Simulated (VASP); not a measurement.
# HfO2 (R3m) in VASP: further runs, part 2 of 2

VASP 6.6.1. The steps go on from the part before.

## 3. Single point, PBEsol

This run uses another cell than the first one, of 14.01 Å³/atom.

INCAR

```
SYSTEM = HfO2
ALGO = Normal
EDIFF = 1E-6
ENCUT = 600
GGA = PS
GGA_COMPAT = .FALSE.
ISIF = 2
ISMEAR = -1
LASPH = .TRUE.
LCHARG = .FALSE.
LREAL = .FALSE.
LWAVE = .FALSE.
NBANDS = 18
NELM = 120
PREC = Accurate
SIGMA = 0.03
```

KPOINTS

```
k-points
0
G
  10 10 10
  0 0 0
```

POSCAR

```
HfO2
1.0
    1.5434843009      0.8911310766      5.0943804641
   -1.5434843009      0.8911310766      5.0943804641
    0.0000000000     -1.7822621533      5.0943804641
Hf O
1 2
Direct
    0.9998501525      0.9998501525      0.9998501525
    0.4087124038      0.4087124038      0.4087124038
    0.2574384437      0.2574384437      0.2574384437
```

Potentials or basis: VASP PAW PBE potentials, release 64 (Hf_pv, O).

Started as:

```
$ cat potpaw_PBE.64/Hf_pv/POTCAR potpaw_PBE.64/O/POTCAR > POTCAR
$ mpirun -np 1 vasp_std > vasp.out
```

OUTCAR:

```text
SYSTEM = HfO2
   EDIFF = 1E-6
   ENCUT = 600
   GGA = PS
   ISIF = 2
   ISMEAR = -1
   LASPH = .TRUE.
   LREAL = .FALSE.
   NELM = 120
   PREC = Accurate

 ion  position               nearest neighbor table
   1  1.000  1.000  1.000-   2 2.12   2 2.12   2 2.12   3 2.13   3 2.13   3 2.13
   2  0.409  0.409  0.409-   1 2.12   1 2.12   1 2.12
   3  0.257  0.257  0.257-   1 2.13   1 2.13   1 2.13

  LATTYP: Found a trigonal (rhomboedric) cell.
 ALAT       =     5.3971446799
 COS(alpha) =     0.8364290002

  Lattice vectors:

 A1 = (   1.5434843009,   0.8911310766,   5.0943804641)
 A2 = (  -1.5434843009,   0.8911310766,   5.0943804641)
 A3 = (   0.0000000000,  -1.7822621533,   5.0943804641)

Analysis of symmetry for initial positions (statically):
=====================================================================
 Subroutine PRICEL returns:
 Original cell was already a primitive cell.

 Routine SETGRP: Setting up the symmetry group for a
 trigonal (rhombohedral) supercell.

 Subroutine GETGRP returns: Found  6 space group operations
 (whereof  6 operations were pure point group operations)
 out of a pool of 12 trial point group operations.

The static configuration has the point symmetry C_3v.

Analysis of symmetry for dynamics (positions and initial velocities):
=====================================================================
 Subroutine PRICEL returns:
 Original cell was already a primitive cell.

 Routine SETGRP: Setting up the symmetry group for a
 trigonal (rhombohedral) supercell.

 Subroutine GETGRP returns: Found  6 space group operations
 (whereof  6 operations were pure point group operations)
 out of a pool of 12 trial point group operations.

The dynamic configuration has the point symmetry C_3v.

 Subroutine INISYM returns: Found  6 space group operations
 (whereof  6 operations are pure point group operations),
 and found     1 'primitive' translations

----------------------------------------------------------------------------------------
[... 115 lines left out ...]
     AMIX_MAG =   1.60;   BMIX_MAG =  1.00
  volume/ion in A,a.u.               =      14.01        94.57
  Fermi-wavevector in a.u.,A,eV,Ry     =   1.319229  2.492982 23.679112  1.740366
  Thomas-Fermi vector in A             =   2.449142
   LORBIT       =      0    0 simple, 1 ext, 2 COOP (PROOUT), +10 PAW based schemes
   GGA     = PS    functional components
   LHFCALC =     F    Hartree Fock is set to
   AEXX    =    0.0000 exact exchange contribution
   IVDW    =     0    specifies the selected vdW correction
   LEPSILON=     F    determine dielectric tensor
   LRPA    =     F    only Hartree local field effects (RPA)
 non-spin polarized calculation
  energy-cutoff  :      600.00
  volume of cell :       42.04
 maximum number of plane-waves:      1425
 NGX is ok and might be reduce to    48
   NGX = 21   NGY = 21   NGZ = 21

 number of electron      22.0000000 magnetization

 Free energy of the ion-electron system (eV)
  ---------------------------------------------------
  ext. energy  EPLUGINS =         0.00000000
  ---------------------------------------------------
  free energy    TOTEN  =       -29.34253029 eV

  energy without entropy =      -29.34253029  energy(sigma->0) =      -29.34253029

 E-fermi :   2.2167     XC(G=0): -10.3194

 val. band max:        1.5503326294   @ k =   0.0000   0.0000   0.0000
 cond. band min:       3.1495903535   @ k =  -0.2000   0.3000   0.1000
 fundamental gap:      1.5992577241
 Fermi energy:         2.2167242306

 k-point     1 :       0.0000    0.0000    0.0000
  band No.  band energies     occupation
      1     -28.6268      2.00000
      2     -28.2048      2.00000
      3     -28.2048      2.00000
      4     -16.7216      2.00000
      5     -14.4251      2.00000
      6      -3.7394      2.00000
[... 481 lines left out ...]
      5     -15.0041      2.00000
      6      -3.3864      2.00000
[... 10 lines left out ...]
     17      11.2716      0.00000
     18      13.5982      0.00000

 [... further k-points ...]

------------------------ aborting loop because EDIFF is reached ----------------------------------------

  FORCE on cell =-STRESS in cart. coord.  units (eV):
  Direction    XX          YY          ZZ          XY          YZ          ZX
  --------------------------------------------------------------------------------------
  -------------------------------------------------------------------------------------
  Total       -0.4932586     -0.4932586     -0.3851554      0.0000000      0.0000000      0.0000000
  in kB      -18.7974456    -18.7974457    -14.6777723      0.0000000      0.0000000      0.0000000
  external PRESSURE =     -17.4242212 kB  Pullay stress =       0.0000000 kB

 VOLUME and BASIS-vectors are now :
 -----------------------------------------------------------------------------
  energy-cutoff  :      600.00
  volume of cell :       42.04
      direct lattice vectors                 reciprocal lattice vectors
     1.543484301  0.891131077  5.094380464     0.323942394  0.187028229  0.065431574
    -1.543484301  0.891131077  5.094380464    -0.323942394  0.187028229  0.065431574
     0.000000000 -1.782262153  5.094380464     0.000000000 -0.374056457  0.065431574

 POSITION                                       TOTAL-FORCE (eV/Angst)
 -----------------------------------------------------------------------------------
      0.00000     -0.00000     15.28085         0.000000     -0.000000      0.000533
      0.00000     -0.00000      6.24641         0.000000      0.000000     -0.138100
      0.00000     -0.00000      3.93447         0.000000     -0.000000      0.137567
 -----------------------------------------------------------------------------------
    total drift:                                0.000000     -0.000000     -0.000583

  FREE ENERGIE OF THE ION-ELECTRON SYSTEM (eV)
  ---------------------------------------------------
  free  energy   TOTEN  =       -29.3425302889 eV

  energy  without entropy=      -29.3425302889  energy(sigma->0) =      -29.34253029
```

OSZICAR:

```text
N       E                     dE             d eps       ncg     rms          rms(c)
DAV:   1     0.108211350393E+03    0.10821E+03   -0.13419E+04  4176   0.131E+03
DAV:   2    -0.288438096407E+02   -0.13706E+03   -0.13287E+03  5332   0.303E+02
DAV:   3    -0.341982148762E+02   -0.53544E+01   -0.53334E+01  4986   0.531E+01
DAV:   4    -0.342409285577E+02   -0.42714E-01   -0.42700E-01  5136   0.520E+00
DAV:   5    -0.342413890625E+02   -0.46050E-03   -0.46050E-03  4872   0.498E-01    0.534E+01
DAV:   6    -0.296497450818E+02    0.45916E+01   -0.18337E+01  4310   0.310E+01    0.481E+01
DAV:   7    -0.294028091938E+02    0.24694E+00   -0.14079E+00  4432   0.894E+00    0.309E+01
DAV:   8    -0.293626793092E+02    0.40130E-01   -0.32319E-01  4586   0.476E+00    0.799E+00
DAV:   9    -0.293423244758E+02    0.20355E-01   -0.37638E-02  4436   0.158E+00    0.207E+00
DAV:  10    -0.293425476368E+02   -0.22316E-03   -0.38834E-03  5092   0.458E-01    0.408E-01
DAV:  11    -0.293425038816E+02    0.43755E-04   -0.20386E-04  5164   0.117E-01    0.159E-01
DAV:  12    -0.293425181534E+02   -0.14272E-04   -0.21214E-05  4968   0.357E-02    0.160E-02
DAV:  13    -0.293425298846E+02   -0.11731E-04   -0.12654E-05  4408   0.236E-02    0.131E-02
DAV:  14    -0.293425302889E+02   -0.40422E-06   -0.57787E-07  3210   0.605E-03
   1 F= -.29342530E+02 E0= -.29342530E+02  d E =-.325584E-11
```

Wall time 1.9 min (1 thread of Intel Xeon 6975P-C (Granite Rapids), shared host); peak memory 0.38 GiB.

Results:

- Free energy: -29.3425 eV
- Pressure: -1.7 GPa
- Largest force: 0.138 eV/Å
- Band gap on the k mesh: 1.60 eV (least direct gap 2.02 eV)

Forces on the atoms (eV/Å):
```
Hf   0.000  0.000  0.001
O    0.000  0.000 -0.138
O    0.000  0.000  0.138
```

Stress tensor (GPa, compression positive):
```
-1.88  0.00  0.00
 0.00 -1.88  0.00
 0.00  0.00 -1.47
```

Caveat: the PAW data sets were made with another functional, which shifts forces and pressure a little; spin-orbit coupling is left out, which moves the levels of the heavy elements. A k mesh can miss the band edges.

## 4. Relaxation of cell and atoms, PBEsol

This run uses another cell than the first one, of 11.38 Å³/atom.

INCAR

```
  PREC = Accurate
  ENCUT = 600
  EDIFF = 1E-7
  ISMEAR = -1
  SIGMA = 0.03
  LREAL = False
  LASPH = True
  NELM = 120
  ALGO = Normal
  ISIF = 3
  LWAVE = False
  LCHARG = False
  GGA = PS
  IBRION = 2
  NSW = 100
  EDIFFG = -0.01
  GGA_COMPAT = False
  NELMIN = 4
```

KPOINTS

```
Automatic mesh
0
Gamma
  10 10 10
```

POSCAR

```
HfO2
1.0
    1.3425626400      0.7751289000      5.4659502000
   -1.3425626400      0.7751289000      5.4659502000
    0.0000000000     -1.5502578000      5.4659502000
Hf O
1 2
Direct
    0.9997750400      0.9997750400      0.9997750400
    0.4129302200      0.4129302200      0.4129302200
    0.2532957400      0.2532957400      0.2532957400
```

Started as:

```
$ cat potpaw_PBE.64/Hf_pv/POTCAR potpaw_PBE.64/O/POTCAR > POTCAR
$ mpirun -np 1 vasp_std > vasp.out
```

Run time: 18 min. Hardware: 1 thread of Intel Xeon 6975P-C (Granite Rapids), shared host; peak memory 0.43 GiB.

The run converged. Its results:

* Free energy: -29.3290 eV
* Relaxed volume: 13.91 Å³/atom
* Relaxed cell: a = 5.394 Å, b = 5.394 Å, c = 5.394 Å, α = 33.13°, β = 33.13°, γ = 33.13°
* Space group after relaxing (to 0.1 Å): R3m (No. 160)
* Energy gained by relaxing: 890.0 meV/atom
* Ionic steps: 14
* Pressure after relaxing: -0.1 GPa
* Largest force after relaxing: 0.010 eV/Å
* Band gap on the k mesh: 1.62 eV (least direct gap 2.03 eV)

Forces in eV/Å, atoms in the order of the input:
```
Hf   0.000  0.000 -0.003
O    0.000  0.000  0.010
O    0.000  0.000 -0.007
```

Stress tensor (GPa, compression positive):
```
-0.02  0.00  0.00
 0.00 -0.02  0.00
 0.00  0.00 -0.11
```

Step by step:
| step | energy change (eV) | largest force (eV/Å) | pressure (GPa) | volume (Å³) |
| --- | --- | --- | --- | --- |
| 1 | 0.0000 | 1.2793 | 51.72 | 34.13 |
| 2 | -0.7429 | 1.3591 | -32.69 | 53.97 |
| 3 | -2.4390 | 2.2915 | -11.63 | 44.08 |
| 4 | -2.4437 | 2.3032 | -9.89 | 43.59 |
| 5 | -2.2755 | 3.8448 | 11.19 | 40.64 |
| 6 | -2.6652 | 0.1814 | -2.52 | 42.29 |
| 7 | -2.6660 | 0.0598 | -2.09 | 42.23 |
| 8 | -2.6659 | 0.0268 | -1.90 | 42.20 |
| 9 | -2.6672 | 0.1065 | 1.87 | 41.41 |
| 10 | -2.6697 | 0.0596 | 0.13 | 41.76 |
| 11 | -2.6698 | 0.0319 | -0.16 | 41.78 |
| 12 | -2.6698 | 0.0079 | -0.03 | 41.78 |
| 13 | -2.6698 | 0.0079 | -0.04 | 41.76 |
| 14 | -2.6699 | 0.0100 | -0.05 | 41.73 |

Final structure:
```
Hf O
1.0
     1.53794    0.88793    5.09334
    -1.53794    0.88793    5.09334
     0.00000   -1.77586    5.09334
Hf O
1 2
Direct
  0.99985 0.99985 0.99985
  0.40851 0.40851 0.40851
  0.25764 0.25764 0.25764
```

Levels at points of the mesh, in eV from the valence-band top:
```
           k point  band 8  band 9  band 10  band 11  band 12  band 13  band 14  band 15
(0.00, 0.00, 0.00)   -3.60   -2.24    -2.24     0.00     2.93     5.13     5.91     5.91
(0.50, 0.00, 0.00)   -3.41   -3.25    -1.96    -0.36     2.07     6.15     6.77     7.39
(0.50, 0.50, 0.00)   -3.33   -3.12    -2.06    -0.65     2.06     6.19     6.67     7.36
(0.50, 0.50, 0.50)   -3.62   -2.21    -2.21    -1.24     3.55     5.06     5.86     5.86
```

Caveat: the volume moved by over 15 % at a fixed basis, so the end points are rough; the PAW data sets were made with another functional, which shifts forces and pressure a little; spin-orbit coupling is left out, which moves the levels of the heavy elements.

## 5. Overview

| task | level | cell | k mesh | cutoff (eV) | gap on the mesh (eV) | pressure (GPa) | largest force (eV/Å) |
| --- | --- | --- | --- | --- | --- | --- | --- |
| single point | r2SCAN+rVV10 | a = 5.035 Å, angles 35.8°, 3 atoms, atomic positions A | 8 × 8 × 8 | 660 | 1.72 | -2.0 | 0.16 |
| single point | PBEsol | a = 5.397 Å, angles 33.2°, 3 atoms, atomic positions B | 10 × 10 × 10 | 600 | 1.60 | -1.7 | 0.14 |
| relaxation of cell and atoms | PBEsol | relaxed from a = 5.682 Å, angles 27.3°, 3 atoms, atomic positions C | 10 × 10 × 10 | 600 | 1.62 | -0.1 | 0.01 |

Alike in all rows: potentials or basis VASP PAW PBE potentials, release 64 (Hf_pv, O); no spin polarisation; smearing fermi-dirac 0.03 eV.

Caveats: the PAW data sets were made with another functional, which shifts forces and pressure a little; spin-orbit coupling is left out, which moves the levels of the heavy elements; the volume moved by over 15 % at a fixed basis, so the end points are rough (at least some runs).

Total energies depend on the potentials used, so only differences within one code and one set of settings carry meaning.
